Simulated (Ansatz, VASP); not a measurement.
# HgTe in VASP and in Ansatz

```xyz
2
Lattice="-2.9965 2.9965 1.6110 2.9965 -2.9965 1.6110 2.9965 2.9965 -1.6110" Properties=species:S:1:pos:R:3 pbc="T T T"
Hg    2.9965    0.0000    0.8055
Te    0.0000    0.0000    0.0000
```

Alike in both runs: task single point; functional PBEsol; k mesh 18 × 18 × 18; occupations gaussian, width 0.15 eV; no spin polarisation.

|  | VASP | Ansatz |
| --- | --- | --- |
| version | VASP 6.6.1 | Ansatz 0.2.0 |
| potentials or method | VASP PAW PBE potentials, release 64 (Hg, Te), cutoff 520 eV | scalar-relativistic, plane waves, PAW |
| valence electrons in the cell | 18 | 36 |

|  | VASP | Ansatz | Ansatz less VASP |
| --- | --- | --- | --- |
| gap on the k mesh at the Fermi level (eV) | none | none | - |
| pressure (GPa) | -3.6 | -3.7 | -0.09 |
| traceless stress, the component that is largest in VASP (GPa) | -0.14 | -0.10 | +0.040 |

VASP's potentials were made for PBE, not for PBEsol. A gap of «none» marks a metal or a gap that the smearing closes. With one functional, cell and mesh, what is left measures potentials, basis and numerics. VASP's potentials hold 18 valence electrons a cell and Ansatz's 36, so a difference there can come from the potentials and not from the codes.

Neither program's run includes spin-orbit coupling.
